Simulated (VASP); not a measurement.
# ZrInS3 (Pm-3m) in VASP: single point with PBE

Aim: the single point of ZrInS3 with PBE.

Everything below comes from runs of VASP 6.6.1. Logs are shortened: lines on timing, memory, paths and dates and some standing lists are left out, and cuts for length are marked.

## 1. The cell of the first run

It takes space group Pm-3m (No. 221, cubic). The conventional cell has a = 4.900 Å, b = 4.900 Å, c = 4.900 Å, α = 90.00°, β = 90.00°, γ = 90.00°. Zr (site symmetry m-3m) has 12 S at 3.46 Å and 8 In at 4.24 Å within 4.6 Å. In (site symmetry m-3m) has 6 S at 2.45 Å within 3.2 Å. S (site symmetry 4/mmm) has 2 In at 2.45 Å within 3.2 Å.

## 2. Single point, PBE, collinear spin

INCAR

```
SYSTEM = ZrInS3
PREC = Accurate ; ENCUT = 520
EDIFF = 1E-7 ; ISMEAR = 0
SIGMA = 0.1 ; LREAL = .FALSE.
LASPH = .TRUE. ; NELM = 150
ALGO = Normal ; ISIF = 2
LWAVE = .FALSE. ; LCHARG = .FALSE.
ISPIN = 2 ; MAGMOM = 1.07 0 0 0 0
LORBIT = 11 ; LMAXMIX = 4
GGA = PE ; NBANDS = 34
```

KPOINTS

```
regular mesh
0
G
  8 8 8
  0 0 0
```

POSCAR

```
ZrInS3
1.0
    4.9001752760      0.0000000000      0.0000000000
    0.0000000000      4.9001752760      0.0000000000
    0.0000000000      0.0000000000      4.9001752760
Zr In S
1 1 3
Direct
    0.0000000000      0.0000000000      0.0000000000
    0.5000000000      0.5000000000      0.5000000000
    0.5000000000      0.5000000000      0.0000000000
    0.5000000000      0.0000000000      0.5000000000
    0.0000000000      0.5000000000      0.5000000000
```

Potentials or basis: VASP PAW PBE potentials, release 64 (Zr_sv, In_d, S).

Command:

```bash
$ cat potpaw_PBE.64/Zr_sv/POTCAR potpaw_PBE.64/In_d/POTCAR potpaw_PBE.64/S/POTCAR > POTCAR
$ mpirun -np 1 vasp_std > vasp.out
```

OUTCAR:

```text
SYSTEM = ZrInS3
   PREC = Accurate
   ENCUT = 520
   EDIFF = 1E-7
   ISMEAR = 0
   LREAL = .FALSE.
   LASPH = .TRUE.
   NELM = 150
   ISIF = 2
   ISPIN = 2
   LORBIT = 11
   GGA = PE

 ion  position               nearest neighbor table
   1  0.000  0.000  0.000-
   2  0.500  0.500  0.500-   3 2.45   4 2.45   5 2.45   3 2.45   4 2.45   5 2.45
   3  0.500  0.500  0.000-   2 2.45   2 2.45
   4  0.500  0.000  0.500-   2 2.45   2 2.45
   5  0.000  0.500  0.500-   2 2.45   2 2.45

  LATTYP: Found a simple cubic cell.
 ALAT       =     4.9001752760

  Lattice vectors:

 A1 = (   4.9001752760,   0.0000000000,   0.0000000000)
 A2 = (   0.0000000000,   4.9001752760,   0.0000000000)
 A3 = (   0.0000000000,   0.0000000000,   4.9001752760)

Analysis of symmetry for initial positions (statically):
=====================================================================
 Subroutine PRICEL returns:
 Original cell was already a primitive cell.

 Routine SETGRP: Setting up the symmetry group for a
 simple cubic supercell.

 Subroutine GETGRP returns: Found 48 space group operations
 (whereof 48 operations were pure point group operations)
 out of a pool of 48 trial point group operations.

The static configuration has the point symmetry O_h .

Analysis of symmetry for dynamics (positions and initial velocities):
=====================================================================
 Subroutine PRICEL returns:
 Original cell was already a primitive cell.

 Routine SETGRP: Setting up the symmetry group for a
 simple cubic supercell.

 Subroutine GETGRP returns: Found 48 space group operations
 (whereof 48 operations were pure point group operations)
 out of a pool of 48 trial point group operations.

The dynamic configuration has the point symmetry O_h .

Analysis of structural, dynamic, and magnetic symmetry:
=====================================================================
 Subroutine PRICEL returns:
 Original cell was already a primitive cell.

 Routine SETGRP: Setting up the symmetry group for a
 simple cubic supercell.

 Subroutine GETGRP returns: Found 48 space group operations
 (whereof 48 operations were pure point group operations)
 out of a pool of 48 trial point group operations.

The overall configuration has the point symmetry O_h .

 Subroutine INISYM returns: Found 48 space group operations
 (whereof 48 operations are pure point group operations),
 and found     1 'primitive' translations

----------------------------------------------------------------------------------------

                                     Primitive cell

  volume of cell :     117.6616

  direct lattice vectors                    reciprocal lattice vectors
     4.900175276  0.000000000  0.000000000     0.204074333  0.000000000  0.000000000
     0.000000000  4.900175276  0.000000000     0.000000000  0.204074333  0.000000000
     0.000000000  0.000000000  4.900175276     0.000000000  0.000000000  0.204074333

  length of vectors
     4.900175276  4.900175276  4.900175276     0.204074333  0.204074333  0.204074333

  position of ions in fractional coordinates (direct lattice)
     0.000000000  0.000000000  0.000000000
     0.500000000  0.500000000  0.500000000
     0.500000000  0.500000000  0.000000000
     0.500000000  0.000000000  0.500000000
     0.000000000  0.500000000  0.500000000

  ion indices of the primitive-cell ions
   primitive index   ion index
                 1           1
                 2           2
                 3           3
                 4           4
                 5           5

----------------------------------------------------------------------------------------

 KPOINTS: regular mesh

Automatic generation of k-mesh.
 Grid dimensions read from file:
 generate k-points for:    8    8    8

 Generating k-lattice:

  Cartesian coordinates                     Fractional coordinates (reciprocal lattice)
     0.025509292  0.000000000  0.000000000     0.125000000  0.000000000  0.000000000
     0.000000000  0.025509292  0.000000000     0.000000000  0.125000000  0.000000000
     0.000000000  0.000000000  0.025509292     0.000000000  0.000000000  0.125000000

  Length of vectors
     0.025509292  0.025509292  0.025509292

  Shift w.r.t. Gamma in fractional coordinates (k-lattice)
     0.000000000  0.000000000  0.000000000

 Subroutine IBZKPT returns following result:
 ===========================================

 Found     35 irreducible k-points:

 Following reciprocal coordinates:
            Coordinates               Weight
  0.000000  0.000000  0.000000      1.000000
  0.125000  0.000000  0.000000      6.000000
  0.250000  0.000000  0.000000      6.000000
  0.375000  0.000000  0.000000      6.000000
  0.500000  0.000000  0.000000      3.000000
  0.125000  0.125000  0.000000     12.000000
[... 16 lines left out ...]
  0.375000  0.375000  0.125000     24.000000
  0.500000  0.375000  0.125000     24.000000
 [... further k-points ...]
   k-points           NKPTS =     35   k-points in BZ     NKDIM =     35   number of bands    NBANDS=     34
   number of dos      NEDOS =    301   number of ions     NIONS =      5
   total plane-waves  NPLWV =  46656
   dimension x,y,z NGX =    36 NGY =   36 NGZ =   36
   dimension x,y,z NGXF=    72 NGYF=   72 NGZF=   72
   ions per type =               1   1   3
   NGX,Y,Z   is equivalent  to a cutoff of  12.21, 12.21, 12.21 a.u.
   NGXF,Y,Z  is equivalent  to a cutoff of  24.43, 24.43, 24.43 a.u.
 SYSTEM =  ZrInS3
   PREC   = accura    normal or accurate (medium, high low for compatibility)
   ISTART =      0    job   : 0-new  1-cont  2-samecut
   ICHARG =      2    charge: 1-file 2-atom 10-const
   ISPIN  =      2    spin polarized calculation?
   LNONCOLLINEAR =      F non collinear calculations
   LSORBIT =      F    spin-orbit coupling
   LASPH  =      T    aspherical Exc in radial PAW
   ENCUT  =  520.0 eV  38.22 Ry    6.18 a.u.   9.11  9.11  9.11*2*pi/ulx,y,z
   NELM   =    150;   NELMIN=  2; NELMDL= -5     # of ELM steps
   EDIFF  = 0.1E-06   stopping-criterion for ELM
   LREAL  =      F    real-space projection
   EDIFFG = 0.1E-05   stopping-criterion for IOM
   NSW    =      0    number of steps for IOM
   IBRION =     -1    ionic relax: 0-MD 1-quasi-New 2-CG
   NFREE  =      0    steps in history (QN), initial steepest desc. (CG)
   ISIF   =      2    stress and relaxation
   ISYM   =      2    0-nonsym 1-usesym 2-fastsym
   POTIM  = 0.5000    time-step for ionic-motion
   TEBEG  =    0.0;   TEEND  =   0.0 temperature during run
   PSTRESS=    0.0 pullay stress
   NELECT =      43.0000    total number of electrons
   NUPDOWN=      -1.0000    fix difference up-down
   EMIN   =  10.00;   EMAX   =-10.00  energy-range for DOS
   EFERMI =   0.00;   METHOD = LEGACY
   ISMEAR =     0;   SIGMA  =   0.10  broadening in eV -4-tet -1-fermi 0-gaus
   EFERMI_NEDOS =   21; number of points for ismear=-14 and -15
   IALGO  =     38    algorithm
   IMIX   =      4    mixing-type and parameters
     AMIX     =   0.40;   BMIX     =  1.00
     AMIX_MAG =   1.60;   BMIX_MAG =  1.00
  volume/ion in A,a.u.               =      23.53       158.80
  Fermi-wavevector in a.u.,A,eV,Ry     =   1.170450  2.211829 18.639331  1.369952
  Thomas-Fermi vector in A             =   2.306908
   LORBIT       =     11    0 simple, 1 ext, 2 COOP (PROOUT), +10 PAW based schemes
   GGA     = PE    functional components
   LHFCALC =     F    Hartree Fock is set to
   AEXX    =    0.0000 exact exchange contribution
   IVDW    =     0    specifies the selected vdW correction
   LEPSILON=     F    determine dielectric tensor
   LRPA    =     F    only Hartree local field effects (RPA)
 spin polarized calculation
 Gauss-broadening in eV      SIGMA  =   0.10
  energy-cutoff  :      520.00
  volume of cell :      117.66
 maximum number of plane-waves:      3191
   NGX = 19   NGY = 19   NGZ = 19

 number of electron      42.9999977 magnetization       0.8943913

 Free energy of the ion-electron system (eV)
  ---------------------------------------------------
  ext. energy  EPLUGINS =         0.00000000
  ---------------------------------------------------
  free energy    TOTEN  =       -22.62999842 eV

  energy without entropy =      -22.60252619  energy(sigma->0) =      -22.61626230

 E-fermi :   5.7840     XC(G=0):  -9.7269

 val. band max:        5.7829633660   @ k =   0.3750   0.2500   0.0000
 cond. band min:       5.7864619132   @ k =   0.5000   0.5000   0.5000
 fundamental gap:      0.0034985471
 Fermi energy:         5.7839737309

 spin component 1

 k-point     1 :       0.0000    0.0000    0.0000
  band No.  band energies     occupation
      1     -45.6135      1.00000
      2     -23.5488      1.00000
      3     -23.5488      1.00000
      4     -23.5488      1.00000
      5      -9.2853      1.00000
      6      -9.2853      1.00000
[... 853 lines left out ...]
     32      11.9838      0.00000
     33      12.2590      0.00000

 [... further k-points ...]

 spin component 2

 k-point     1 :       0.0000    0.0000    0.0000
  band No.  band energies     occupation
      1     -45.0322      1.00000
      2     -22.8645      1.00000
      3     -22.8645      1.00000
      4     -22.8645      1.00000
      5      -9.2964      1.00000
      6      -9.2964      1.00000
[... 853 lines left out ...]
     32      12.2397      0.00000
     33      12.2928      0.00000

 [... further k-points ...]

 [bands above 33 left out]

------------------------ aborting loop because EDIFF is reached ----------------------------------------

  FORCE on cell =-STRESS in cart. coord.  units (eV):
  Direction    XX          YY          ZZ          XY          YZ          ZX
  --------------------------------------------------------------------------------------
  -------------------------------------------------------------------------------------
  Total       -0.0579748     -0.0579748     -0.0579748     -0.0000000     -0.0000000      0.0000000
  in kB       -0.7894323     -0.7894323     -0.7894323     -0.0000000     -0.0000000      0.0000000
  external PRESSURE =      -0.7894323 kB  Pullay stress =       0.0000000 kB

 VOLUME and BASIS-vectors are now :
 -----------------------------------------------------------------------------
  energy-cutoff  :      520.00
  volume of cell :      117.66
      direct lattice vectors                 reciprocal lattice vectors
     4.900175276  0.000000000  0.000000000     0.204074333  0.000000000  0.000000000
     0.000000000  4.900175276  0.000000000     0.000000000  0.204074333  0.000000000
     0.000000000  0.000000000  4.900175276     0.000000000  0.000000000  0.204074333

 POSITION                                       TOTAL-FORCE (eV/Angst)
 -----------------------------------------------------------------------------------
      0.00000      0.00000      0.00000         0.000000      0.000000      0.000000
      2.45009      2.45009      2.45009         0.000000      0.000000      0.000000
      2.45009      2.45009      0.00000         0.000000      0.000000      0.000000
      2.45009      0.00000      2.45009         0.000000      0.000000      0.000000
      0.00000      2.45009      2.45009         0.000000      0.000000      0.000000
 -----------------------------------------------------------------------------------
    total drift:                                0.000000      0.000000      0.000000

  FREE ENERGIE OF THE ION-ELECTRON SYSTEM (eV)
  ---------------------------------------------------
  free  energy   TOTEN  =       -22.6299984174 eV

  energy  without entropy=      -22.6025261922  energy(sigma->0) =      -22.61626230

 total charge

# of ion       s       p       d       tot
------------------------------------------
    1        2.079   5.905   1.375   9.359
    2        0.771   0.780  10.031  11.581
    3        1.354   2.365   0.000   3.719
    4        1.354   2.365   0.000   3.719
    5        1.354   2.365   0.000   3.719
--------------------------------------------------
tot          6.910  13.780  11.406  32.096

 magnetization (x)

# of ion       s       p       d       tot
------------------------------------------
    1        0.020   0.005   0.828   0.854
    2        0.007   0.005   0.001   0.012
    3       -0.001  -0.079   0.000  -0.079
    4       -0.001  -0.079   0.000  -0.079
    5       -0.001  -0.079   0.000  -0.079
--------------------------------------------------
tot          0.025  -0.226   0.829   0.628
```

Run time: 8.1 min. Hardware: 1 thread of Oxide Virtual Turin-like, shared host; peak memory 0.34 GiB.

Results:

* Free energy: -22.6300 eV
* Pressure: -0.1 GPa
* Net moment: 0.89 μB per cell
* Site moments: Zr +0.85; In +0.01; S -0.08 μB
* Valence electrons inside the program's atomic spheres: Zr 9.36; In 11.58; S 3.72

Caveat: spin-orbit coupling is left out, which moves the levels of the heavy elements.
